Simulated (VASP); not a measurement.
# ZnCd2Se3 (Immm) in VASP: single point with PBEsol

Aim: the single point of ZnCd2Se3 with PBEsol.

All numbers are computed with VASP 6.6.1; they aren't measurements. Logs are shortened: lines on timing, memory, paths and dates and some standing lists are left out, and cuts for length are marked.

### 1 The cell of the first run

Symmetry: Immm, No. 71, orthorhombic system. Conventional cell: a = 3.866 Å, b = 5.536 Å, c = 11.759 Å, α = 90.00°, β = 90.00°, γ = 90.00°. Within 3.5 Å of Zn (site symmetry mmm) lie 6 Se at 2.66 to 2.77 Å. Cd (site symmetry mm2) has 6 Se at 2.77 to 2.83 Å within 3.7 Å. Se (site symmetry mmm) has 2 Zn at 2.77 Å and 4 Cd at 2.77 Å within 3.6 Å. Se (site symmetry mm2) has 2 Zn at 2.66 Å and 4 Cd at 2.77 to 2.83 Å within 3.5 Å.

### 2 Single point, PBEsol

The input, INCAR:

```
SYSTEM = ZnCd2Se3
ALGO = Normal ; EDIFF = 1E-6
ENCUT = 520 ; GGA = PS
ISIF = 2 ; ISMEAR = -1
LASPH = .TRUE. ; LCHARG = .TRUE.
LELF = .TRUE. ; LREAL = .FALSE.
LVHAR = .TRUE. ; LWAVE = .FALSE.
NBANDS = 36 ; NELM = 80
PREC = Accurate ; SIGMA = 0.03
```

The input, KPOINTS:

```
k-points
0
G
  6 6 6
  0 0 0
```

The input, POSCAR:

```
ZnCd2Se3
1.0
   -1.9332121422      2.7680965692      5.8795327687
    1.9332121422     -2.7680965692      5.8795327687
    1.9332121422      2.7680965692     -5.8795327687
Zn Cd Se
1 2 3
Direct
    0.0000000000      0.0000000000      0.0000000000
    0.6691998025      0.6691998025      0.0000000000
    0.3308001975      0.3308001975      0.0000000000
    0.5000000000      0.0000000000      0.5000000000
    0.1547859482      0.6547859482      0.5000000000
    0.8452140518      0.3452140518      0.5000000000
```

Potentials or basis: VASP PAW PBE potentials, release 64 (Zn, Cd, Se).

Run with:

```bash
> cat potpaw_PBE.64/Zn/POTCAR potpaw_PBE.64/Cd/POTCAR potpaw_PBE.64/Se/POTCAR > POTCAR
> mpirun -np 1 vasp_std > vasp.out
```

OUTCAR:

```text
SYSTEM = ZnCd2Se3
   EDIFF = 1E-6
   ENCUT = 520
   GGA = PS
   ISIF = 2
   ISMEAR = -1
   LASPH = .TRUE.
   LREAL = .FALSE.
   NELM = 80
   PREC = Accurate

 ion  position               nearest neighbor table
   1  0.000  0.000  0.000-   5 2.66   6 2.66   5 2.66   6 2.66   4 2.77   4 2.77
   2  0.669  0.669  0.000-   5 2.77   5 2.77   4 2.77   4 2.77   6 2.83   6 2.83
   3  0.331  0.331  0.000-   6 2.77   6 2.77   4 2.77   4 2.77   5 2.83   5 2.83
   4  0.500  0.000  0.500-   1 2.77   1 2.77   3 2.77   2 2.77   3 2.77   2 2.77
   5  0.155  0.655  0.500-   1 2.66   1 2.66   2 2.77   2 2.77   3 2.83   3 2.83
   6  0.845  0.345  0.500-   1 2.66   1 2.66   3 2.77   3 2.77   2 2.83   2 2.83

  LATTYP: Found a body centered orthorhombic cell.
 ALAT       =     3.8664242844
 B/A-ratio  =     1.4318638440
 C/A-ratio  =     3.0413282849

  Lattice vectors:

 A1 = (  -1.9332121422,   2.7680965692,   5.8795327687)
 A2 = (   1.9332121422,  -2.7680965692,   5.8795327687)
 A3 = (   1.9332121422,   2.7680965692,  -5.8795327687)

Analysis of symmetry for initial positions (statically):
=====================================================================
 Subroutine PRICEL returns:
 Original cell was already a primitive cell.

 Routine SETGRP: Setting up the symmetry group for a
 body centered orthorhombic supercell.

 Subroutine GETGRP returns: Found  8 space group operations
 (whereof  8 operations were pure point group operations)
 out of a pool of  8 trial point group operations.

The static configuration has the point symmetry D_2h.

Analysis of symmetry for dynamics (positions and initial velocities):
=====================================================================
 Subroutine PRICEL returns:
 Original cell was already a primitive cell.

 Routine SETGRP: Setting up the symmetry group for a
 body centered orthorhombic supercell.

 Subroutine GETGRP returns: Found  8 space group operations
 (whereof  8 operations were pure point group operations)
 out of a pool of  8 trial point group operations.

The dynamic configuration has the point symmetry D_2h.

 Subroutine INISYM returns: Found  8 space group operations
 (whereof  8 operations are pure point group operations),
 and found     1 'primitive' translations

----------------------------------------------------------------------------------------

                                     Primitive cell

  volume of cell :     125.8530

  direct lattice vectors                    reciprocal lattice vectors
    -1.933212142  2.768096569  5.879532769     0.000000000  0.180629536  0.085040771
     1.933212142 -2.768096569  5.879532769     0.258636902  0.000000000  0.085040771
     1.933212142  2.768096569 -5.879532769     0.258636902  0.180629536  0.000000000

  length of vectors
     6.780012786  6.780012786  6.780012786     0.199647094  0.272259031  0.315468028

  position of ions in fractional coordinates (direct lattice)
     0.000000000  0.000000000  0.000000000
     0.669199803  0.669199803  0.000000000
     0.330800197  0.330800197  0.000000000
     0.500000000  0.000000000  0.500000000
     0.154785948  0.654785948  0.500000000
     0.845214052  0.345214052  0.500000000

  ion indices of the primitive-cell ions
   primitive index   ion index
                 1           1
                 2           2
                 3           3
                 4           4
                 5           5
                 6           6

----------------------------------------------------------------------------------------

 KPOINTS: k-points

Automatic generation of k-mesh.
 Grid dimensions read from file:
 generate k-points for:    6    6    6

 Generating k-lattice:

  Cartesian coordinates                     Fractional coordinates (reciprocal lattice)
     0.000000000  0.030104923  0.014173462     0.166666667  0.000000000  0.000000000
     0.043106150  0.000000000  0.014173462     0.000000000  0.166666667 -0.000000000
     0.043106150  0.030104923  0.000000000     0.000000000 -0.000000000  0.166666667

  Length of vectors
     0.033274516  0.045376505  0.052578005

  Shift w.r.t. Gamma in fractional coordinates (k-lattice)
     0.000000000  0.000000000  0.000000000

 Subroutine IBZKPT returns following result:
 ===========================================

 Found     46 irreducible k-points:

 Following reciprocal coordinates:
            Coordinates               Weight
  0.000000  0.000000  0.000000      1.000000
  0.166667  0.000000  0.000000      4.000000
  0.333333  0.000000  0.000000      4.000000
  0.500000  0.000000 -0.000000      2.000000
  0.000000  0.166667  0.000000      4.000000
  0.166667  0.166667  0.000000      8.000000
[... 16 lines left out ...]
 -0.166667  0.166667  0.166667      2.000000
  0.166667  0.333333  0.166667      4.000000
 [... further k-points ...]
   k-points           NKPTS =     46   k-points in BZ     NKDIM =     46   number of bands    NBANDS=     36
   number of dos      NEDOS =    301   number of ions     NIONS =      6
   total plane-waves  NPLWV = 125000
   dimension x,y,z NGX =    50 NGY =   50 NGZ =   50
   dimension x,y,z NGXF=   100 NGYF=  100 NGZF=  100
   ions per type =               1   2   3
   NGX,Y,Z   is equivalent  to a cutoff of  12.26, 12.26, 12.26 a.u.
   NGXF,Y,Z  is equivalent  to a cutoff of  24.52, 24.52, 24.52 a.u.
 SYSTEM =  ZnCd2Se3
   PREC   = accura    normal or accurate (medium, high low for compatibility)
   ISTART =      0    job   : 0-new  1-cont  2-samecut
   ICHARG =      2    charge: 1-file 2-atom 10-const
   ISPIN  =      1    spin polarized calculation?
   LNONCOLLINEAR =      F non collinear calculations
   LSORBIT =      F    spin-orbit coupling
   LASPH  =      T    aspherical Exc in radial PAW
   ENCUT  =  520.0 eV  38.22 Ry    6.18 a.u.  12.61 12.61 12.61*2*pi/ulx,y,z
   NELM   =     80;   NELMIN=  2; NELMDL= -5     # of ELM steps
   EDIFF  = 0.1E-05   stopping-criterion for ELM
   LREAL  =      F    real-space projection
   EDIFFG = 0.1E-04   stopping-criterion for IOM
   NSW    =      0    number of steps for IOM
   IBRION =     -1    ionic relax: 0-MD 1-quasi-New 2-CG
   NFREE  =      0    steps in history (QN), initial steepest desc. (CG)
   ISIF   =      2    stress and relaxation
   ISYM   =      2    0-nonsym 1-usesym 2-fastsym
   POTIM  = 0.5000    time-step for ionic-motion
   TEBEG  =    0.0;   TEEND  =   0.0 temperature during run
   PSTRESS=    0.0 pullay stress
   NELECT =      54.0000    total number of electrons
   NUPDOWN=      -1.0000    fix difference up-down
   EMIN   =  10.00;   EMAX   =-10.00  energy-range for DOS
   EFERMI =   0.00;   METHOD = LEGACY
   ISMEAR =    -1;   SIGMA  =   0.03  broadening in eV -4-tet -1-fermi 0-gaus
   EFERMI_NEDOS =   21; number of points for ismear=-14 and -15
   IALGO  =     38    algorithm
   IMIX   =      4    mixing-type and parameters
     AMIX     =   0.40;   BMIX     =  1.00
     AMIX_MAG =   1.60;   BMIX_MAG =  1.00
  volume/ion in A,a.u.               =      20.98       141.55
  Fermi-wavevector in a.u.,A,eV,Ry     =   1.234767  2.333371 20.744105  1.524649
  Thomas-Fermi vector in A             =   2.369443
   LORBIT       =      0    0 simple, 1 ext, 2 COOP (PROOUT), +10 PAW based schemes
   GGA     = PS    functional components
   LHFCALC =     F    Hartree Fock is set to
   AEXX    =    0.0000 exact exchange contribution
   IVDW    =     0    specifies the selected vdW correction
   LEPSILON=     F    determine dielectric tensor
   LRPA    =     F    only Hartree local field effects (RPA)
 non-spin polarized calculation
  energy-cutoff  :      520.00
  volume of cell :      125.85
 maximum number of plane-waves:      3412
   NGX = 25   NGY = 25   NGZ = 25

 number of electron      54.0000011 magnetization

 Free energy of the ion-electron system (eV)
  ---------------------------------------------------
  ext. energy  EPLUGINS =         0.00000000
  ---------------------------------------------------
  free energy    TOTEN  =       -18.13064639 eV

  energy without entropy =      -18.12535873  energy(sigma->0) =      -18.12800256

 E-fermi :   2.9547     XC(G=0): -10.5940

 val. band max:        2.9340259990   @ k =   0.3333   0.1667  -0.0000
 cond. band min:       2.9773581574   @ k =  -0.3333  -0.3333   0.3333
 fundamental gap:      0.0433321584
 Fermi energy:         2.9547033269

 k-point     1 :       0.0000    0.0000    0.0000
  band No.  band energies     occupation
      1     -10.6560      2.00000
      2      -9.5288      2.00000
      3      -9.2720      2.00000
      4      -5.2811      2.00000
      5      -5.2680      2.00000
      6      -5.1780      2.00000
[... 28 lines left out ...]
     35      10.6584      0.00000
     36      11.3990      0.00000

 k-point     2 :       0.1667    0.0000    0.0000
  band No.  band energies     occupation
      1     -10.5563      2.00000
      2      -9.5328      2.00000
      3      -9.3196      2.00000
      4      -5.2931      2.00000
      5      -5.2824      2.00000
      6      -5.1912      2.00000
[... 28 lines left out ...]
     35      10.6485      0.00000
     36      10.6960      0.00000

 k-point     3 :       0.3333    0.0000    0.0000
  band No.  band energies     occupation
      1     -10.2858      2.00000
      2      -9.6095      2.00000
      3      -9.4221      2.00000
      4      -5.3514      2.00000
      5      -5.3126      2.00000
      6      -5.3064      2.00000
[... 28 lines left out ...]
     35       9.8182      0.00000
     36      10.0178      0.00000

 k-point     4 :       0.5000    0.0000   -0.0000
  band No.  band energies     occupation
      1      -9.9944      2.00000
      2      -9.8354      2.00000
      3      -9.4446      2.00000
      4      -5.4189      2.00000
      5      -5.3588      2.00000
      6      -5.3209      2.00000
[... 28 lines left out ...]
     35       9.0791      0.00000
     36       9.5591      0.00000

 k-point     5 :       0.0000    0.1667    0.0000
  band No.  band energies     occupation
      1     -10.4733      2.00000
      2      -9.5083      2.00000
      3      -9.2979      2.00000
      4      -5.2598      2.00000
      5      -5.2387      2.00000
      6      -5.1636      2.00000
[... 655 lines left out ...]
 k-point    22 :       0.3333    0.1667    0.1667
  band No.  band energies     occupation
      1      -9.6468      2.00000
      2      -9.4655      2.00000
      3      -9.3806      2.00000
      4      -5.3835      2.00000
      5      -5.3812      2.00000
      6      -5.3472      2.00000
[... 28 lines left out ...]
     35       8.7817      0.00000
     36      10.4489      0.00000

 k-point    23 :      -0.1667    0.1667    0.1667
  band No.  band energies     occupation
      1     -10.0621      2.00000
      2      -9.4439      2.00000
      3      -9.3578      2.00000
      4      -5.2839      2.00000
      5      -5.2317      2.00000
      6      -5.2064      2.00000
[... 28 lines left out ...]
     35       9.7138      0.00000
     36      10.2746      0.00000

 k-point    24 :       0.1667    0.3333    0.1667
  band No.  band energies     occupation
      1      -9.5585      2.00000
      2      -9.4017      2.00000
      3      -9.3454      2.00000
      4      -5.3451      2.00000
      5      -5.3088      2.00000
      6      -5.2750      2.00000
[... 28 lines left out ...]
     35       9.4413      0.00000
     36      10.3235      0.00000

 [... further k-points ...]
[... 5 lines left out ...]
  --------------------------------------------------------------------------------------
  -------------------------------------------------------------------------------------
  Total        0.3054584      0.3096689      0.3225295      0.0000000      0.0000000      0.0000000
  in kB        3.8886518      3.9422543      4.1059763      0.0000000      0.0000000      0.0000000
  external PRESSURE =       3.9789608 kB  Pullay stress =       0.0000000 kB

 VOLUME and BASIS-vectors are now :
 -----------------------------------------------------------------------------
  energy-cutoff  :      520.00
  volume of cell :      125.85
      direct lattice vectors                 reciprocal lattice vectors
    -1.933212142  2.768096569  5.879532769     0.000000000  0.180629536  0.085040771
     1.933212142 -2.768096569  5.879532769     0.258636902  0.000000000  0.085040771
     1.933212142  2.768096569 -5.879532769     0.258636902  0.180629536  0.000000000

 POSITION                                       TOTAL-FORCE (eV/Angst)
 -----------------------------------------------------------------------------------
      0.00000      0.00000      0.00000         0.000000     -0.000000      0.000000
      0.00000      0.00000      7.86916         0.000000      0.000000      0.007146
      0.00000      0.00000      3.88990        -0.000000     -0.000000     -0.007146
      0.00000      2.76810      0.00000         0.000000     -0.000000      0.000000
      1.93321      0.00000      1.82014        -0.000000      0.000000     -0.017169
      0.00000      2.76810      4.05939         0.000000      0.000000      0.017169
 -----------------------------------------------------------------------------------
    total drift:                               -0.000000     -0.000000      0.000000

  FREE ENERGIE OF THE ION-ELECTRON SYSTEM (eV)
  ---------------------------------------------------
  free  energy   TOTEN  =       -18.1306463895 eV

  energy  without entropy=      -18.1253587269  energy(sigma->0) =      -18.12800256
```

Wall time 2.4 min (1 thread of Intel Xeon 6975P-C (Granite Rapids), shared host); peak memory 0.45 GiB.

Results:

| Property | Result |
| --- | --- |
| Free energy | -18.1306 eV |
| Pressure | 0.4 GPa |
| Largest force | 0.017 eV/Å |
| Band gap on the k mesh | zero (band 27 reaches 2.98 eV, above the bottom of band 28 at 2.33 eV) |

Forces on the atoms (eV/Å):
```
Zn   0.000  0.000  0.000
Cd   0.000  0.000  0.007
Cd   0.000  0.000 -0.007
Se   0.000  0.000  0.000
Se   0.000  0.000 -0.017
Se   0.000  0.000  0.017
```

Caveat: the PAW data sets were made with another functional, which shifts forces and pressure a little.
